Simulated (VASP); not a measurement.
# HfB in VASP: further runs, part 2 of 2

VASP 6.6.1. The steps go on from the part before.

## 3. Single point, PBEsol (atoms displaced along a vibrational mode, the cell strained)

INCAR reads:

```
PREC = Accurate
ENCUT = 520
EDIFF = 1E-6
ISMEAR = 0
SIGMA = 0.15
LREAL = False
LASPH = True
NELM = 80
ALGO = Normal
ISIF = 2
LWAVE = False
LCHARG = False
GGA = PS
NBANDS = 14
```

KPOINTS reads:

```
regular mesh
0
Gamma
  16 16 16
```

POSCAR reads:

```
HfB
1.0
    0.0000000000      2.3936993068      2.3936993068
    2.2261403553      0.0000000000      2.3936993068
    2.2261403553      2.3936993068      0.0000000000
Hf B
1 1
Direct
    0.4990473968      0.5009526032      0.5009526032
    0.0157287926     -0.0157287926     -0.0157287926
```

Potentials or basis: VASP PAW PBE potentials, release 64 (Hf_pv, B).

Command:

```console
$ cat potpaw_PBE.64/Hf_pv/POTCAR potpaw_PBE.64/B/POTCAR > POTCAR
$ mpirun -np 1 vasp_std > vasp.out
```

Run time: 1.9 min. Hardware: 1 thread of Intel Xeon Platinum 8375C at 2.90GHz (Ice Lake), shared host; peak memory 0.25 GiB.

The run converged. Its results:

```
Free energy            : -18.1410 eV
Pressure               : 18.1 GPa
Largest force          : 1.259 eV/Å
Band gap on the k mesh : zero (an odd number of electrons rules out a gap without spin polarisation)
```

Forces on the atoms (eV/Å):
```
Hf  -1.259  0.000  0.000
B    1.259  0.000  0.000
```

Stress tensor (GPa, compression positive):
```
42.84  0.00  0.00
 0.00  5.67  0.00
 0.00  0.00  5.67
```

Levels at points of the mesh, in eV from the Fermi level:
| k point | band 4 | band 5 | band 6 | band 7 | band 8 | band 9 | band 10 | band 11 |
| --- | --- | --- | --- | --- | --- | --- | --- | --- |
| (0.00, 0.00, 0.00) | -9.45 | 1.74 | 1.74 | 2.69 | 3.61 | 3.70 | 3.85 | 3.85 |
| (0.50, 0.00, 0.00) | -4.95 | -4.07 | -1.48 | -1.25 | 5.94 | 6.62 | 7.38 | 8.18 |
| (0.50, 0.50, 0.00) | -6.69 | -1.28 | -1.07 | 2.39 | 2.68 | 5.80 | 7.15 | 7.88 |
| (0.00, 0.50, 0.50) | -6.50 | -1.15 | -0.33 | 1.91 | 1.91 | 6.12 | 7.49 | 7.49 |

Caveat: the cell differs from its parent crystal (atoms displaced along a vibrational mode, the cell strained); the cell stands under pressure; the PAW data sets were made with another functional, which shifts forces and pressure a little; spin-orbit coupling is left out, which moves the levels of the heavy elements.

## 4. Single point, PBEsol (atoms displaced along a vibrational mode, the cell strained)

INCAR reads:

```
  PREC = Accurate
  ENCUT = 520
  EDIFF = 1E-6
  ISMEAR = 0
  SIGMA = 0.15
  LREAL = False
  LASPH = True
  NELM = 100
  ALGO = Normal
  ISIF = 2
  LWAVE = False
  LCHARG = True
  GGA = PS
  LELF = True
  LVHAR = True
  NBANDS = 14
```

KPOINTS is that of step 3.

POSCAR reads:

```
HfB
1.0
    0.0000000000      2.3936993068      2.3936993068
    2.2819135492      0.0000000000      2.3936993068
    2.2819135492      2.3936993068      0.0000000000
Hf B
1 1
Direct
    0.4995230658      0.5004769342      0.5004769342
    0.0078748404     -0.0078748404     -0.0078748404
```

Command:

```console
$ cat potpaw_PBE.64/Hf_pv/POTCAR potpaw_PBE.64/B/POTCAR > POTCAR
$ mpirun -np 1 vasp_std > vasp.out
```

It took 3.1 min on 1 thread of Intel Xeon Platinum 8375C at 2.90GHz (Ice Lake), shared host; peak memory 0.27 GiB.

Results (log left out):

| Quantity | Value |
| --- | --- |
| Free energy | -18.3088 eV |
| Pressure | 10.9 GPa |
| Largest force | 0.515 eV/Å |
| Band gap on the k mesh | zero (an odd number of electrons rules out a gap without spin polarisation) |

Forces on the atoms (eV/Å):
```
Hf  -0.515  0.000  0.000
B    0.515  0.000  0.000
```

Stress tensor (GPa, compression positive):
```
25.43  0.00  0.00
 0.00  3.69  0.00
 0.00  0.00  3.69
```

Levels at points of the mesh, in eV from the Fermi level:
```tsv
k point	band 3	band 4	band 5	band 6	band 7	band 8	band 9	band 10	band 11	band 12
(0.00, 0.00, 0.00)	-28.56	-9.37	1.89	1.89	2.46	3.68	3.76	3.76	3.80	4.41
(0.50, 0.00, 0.00)	-28.61	-4.87	-4.18	-1.37	-1.22	5.91	6.33	7.11	8.10	12.89
(0.50, 0.50, 0.00)	-28.73	-6.59	-1.24	-0.98	2.25	2.44	5.75	7.10	7.60	8.57
(0.00, 0.50, 0.50)	-28.81	-6.46	-1.05	-0.66	1.96	1.96	5.91	7.34	7.34	8.69
```

Caveat: the cell differs from its parent crystal (atoms displaced along a vibrational mode, the cell strained); the cell stands under pressure; the PAW data sets were made with another functional, which shifts forces and pressure a little; spin-orbit coupling is left out, which moves the levels of the heavy elements.

## 5. Single point, PBEsol (atoms displaced along a vibrational mode, the cell strained)

INCAR reads:

```
ALGO     = Normal         # electronic algorithm
EDIFF    = 1E-6           # SCF threshold, eV
ENCUT    = 520            # plane-wave cutoff, eV
GGA      = PS             # functional
ISIF     = 2              # what is computed and relaxed
ISMEAR   = 0              # smearing method
LASPH    = True           # aspherical terms in the spheres
LCHARG   = False          # write CHGCAR
LREAL    = False          # projectors in reciprocal space
LWAVE    = False          # write WAVECAR
NBANDS   = 14             # bands
NELM     = 60             # most SCF steps
PREC     = Accurate       # precision mode
SIGMA    = 0.15           # smearing width, eV
```

KPOINTS reads:

```
k-points
0
Gamma
  16 16 16
```

POSCAR reads:

```
HfB
1.0
    0.0000000000      2.3936993068      2.3936993068
    2.2819135492      0.0000000000      2.3936993068
    2.2819135492      2.3936993068      0.0000000000
Hf B
1 1
Direct
    0.4990473968      0.5009526032      0.5009526032
    0.0157287926     -0.0157287926     -0.0157287926
```

Command:

```console
$ cat potpaw_PBE.64/Hf_pv/POTCAR potpaw_PBE.64/B/POTCAR > POTCAR
$ mpirun -np 1 vasp_std > vasp.out
```

Run time: 2.7 min. Hardware: 1 thread of Intel Xeon Platinum 8375C at 2.90GHz (Ice Lake), shared host; peak memory 0.27 GiB.

Results (log left out):

```
Free energy            : -18.2792 eV
Pressure               : 11.3 GPa
Largest force          : 1.047 eV/Å
Band gap on the k mesh : zero (an odd number of electrons rules out a gap without spin polarisation)
```

Forces in eV/Å, atoms in the order of the input:
```
Hf  -1.047  0.000  0.000
B    1.047  0.000  0.000
```

Stress tensor (GPa, compression positive):
```
26.68  0.00  0.00
 0.00  3.59  0.00
 0.00  0.00  3.59
```

Levels at points of the mesh, in eV from the Fermi level:
| k point | band 3 | band 4 | band 5 | band 6 | band 7 | band 8 | band 9 | band 10 | band 11 | band 12 |
| --- | --- | --- | --- | --- | --- | --- | --- | --- | --- | --- |
| (0.00, 0.00, 0.00) | -28.57 | -9.37 | 1.81 | 1.81 | 2.46 | 3.52 | 3.68 | 3.85 | 3.85 | 4.72 |
| (0.50, 0.00, 0.00) | -28.62 | -4.88 | -4.18 | -1.37 | -1.21 | 5.89 | 6.33 | 7.11 | 8.07 | 12.64 |
| (0.50, 0.50, 0.00) | -28.73 | -6.59 | -1.25 | -1.03 | 2.31 | 2.42 | 5.77 | 7.10 | 7.59 | 8.57 |
| (0.00, 0.50, 0.50) | -28.81 | -6.45 | -1.05 | -0.65 | 1.96 | 1.96 | 5.92 | 7.33 | 7.33 | 8.64 |

Caveat: the cell differs from its parent crystal (atoms displaced along a vibrational mode, the cell strained); the cell stands under pressure; the PAW data sets were made with another functional, which shifts forces and pressure a little; spin-orbit coupling is left out, which moves the levels of the heavy elements.

## 6. Single point, PBEsol (the cell strained)

INCAR reads:

```
SYSTEM = HfB
  PREC = Accurate
  ENCUT = 520
  EDIFF = 1E-6
  ISMEAR = 0
  SIGMA = 0.15
  LREAL = .False.
  LASPH = .True.
  NELM = 100
  ALGO = Normal
  ISIF = 2
  LWAVE = .False.
  LCHARG = .False.
  GGA = PS
  NBANDS = 14
```

KPOINTS reads:

```
Automatic mesh
0
Gamma
  16 16 16
  0 0 0
```

POSCAR reads:

```
HfB
1.0
    0.0000000000      2.3936993068      2.3936993068
    2.2819135492      0.0000000000      2.3936993068
    2.2819135492      2.3936993068      0.0000000000
Hf B
1 1
Direct
    0.5000000000      0.5000000000      0.5000000000
    0.0000000000      0.0000000000      0.0000000000
```

Potentials or basis: VASP PAW PBE potentials, release 64 (Hf_pv, B).

Command:

```console
$ cat potpaw_PBE.64/Hf_pv/POTCAR potpaw_PBE.64/B/POTCAR > POTCAR
$ mpirun -np 1 vasp_std > vasp.out
```

Run time: 2.9 min. Hardware: 1 thread of Intel Xeon Platinum 8375C at 2.90GHz (Ice Lake), shared host; peak memory 0.26 GiB.

Results (log left out):

```yaml
Free_energy: -18.3186 eV
Pressure: 10.8 GPa
Band_gap_on_the_k_mesh: zero (an odd number of electrons rules out a gap without spin polarisation)
```

Stress tensor (GPa, compression positive):
```
25.01  0.00  0.00
 0.00  3.72  0.00
 0.00  0.00  3.72
```

Levels at points of the mesh, in eV from the Fermi level:
```tsv
k point	band 3	band 4	band 5	band 6	band 7	band 8	band 9	band 10	band 11	band 12
(0.00, 0.00, 0.00)	-28.56	-9.37	1.92	1.92	2.46	3.68	3.73	3.73	4.05	4.16
(0.50, 0.00, 0.00)	-28.61	-4.86	-4.19	-1.37	-1.22	5.91	6.33	7.11	8.10	13.08
(0.50, 0.50, 0.00)	-28.73	-6.59	-1.24	-0.96	2.23	2.44	5.74	7.10	7.60	8.57
(0.00, 0.50, 0.50)	-28.81	-6.46	-1.05	-0.66	1.96	1.96	5.91	7.34	7.34	8.71
```

Caveat: the cell differs from its parent crystal (the cell strained); the cell stands under pressure; the PAW data sets were made with another functional, which shifts forces and pressure a little; spin-orbit coupling is left out, which moves the levels of the heavy elements.

## 7. Overview

```tsv
cell	gap on the mesh (eV)	pressure (GPa)	largest force (eV/Å)
a = 3.385, b = 3.269, c = 3.269 Å, angles 62.4, 58.8, 58.8°, 2 atoms, atomic positions A	none	17.5	-
a = 3.385, b = 3.269, c = 3.269 Å, angles 62.4, 58.8, 58.8°, 2 atoms, atomic positions B	none	18.1	1.26
a = 3.385, b = 3.307, c = 3.307 Å, angles 61.6, 59.2, 59.2°, 2 atoms, atomic positions C	none	10.9	0.52
a = 3.385, b = 3.307, c = 3.307 Å, angles 61.6, 59.2, 59.2°, 2 atoms, atomic positions B	none	11.3	1.05
a = 3.385, b = 3.307, c = 3.307 Å, angles 61.6, 59.2, 59.2°, 2 atoms, atomic positions A	none	10.8	-
```

Alike in all rows: task single point; level PBEsol; potentials or basis VASP PAW PBE potentials, release 64 (Hf_pv, B); no spin polarisation; k mesh 16 × 16 × 16; cutoff (eV) 520; smearing gaussian 0.15 eV.

Caveats: the cell stands under pressure; the PAW data sets were made with another functional, which shifts forces and pressure a little; spin-orbit coupling is left out, which moves the levels of the heavy elements.

Total energies depend on the potentials used, so only differences within one code and one set of settings carry meaning.
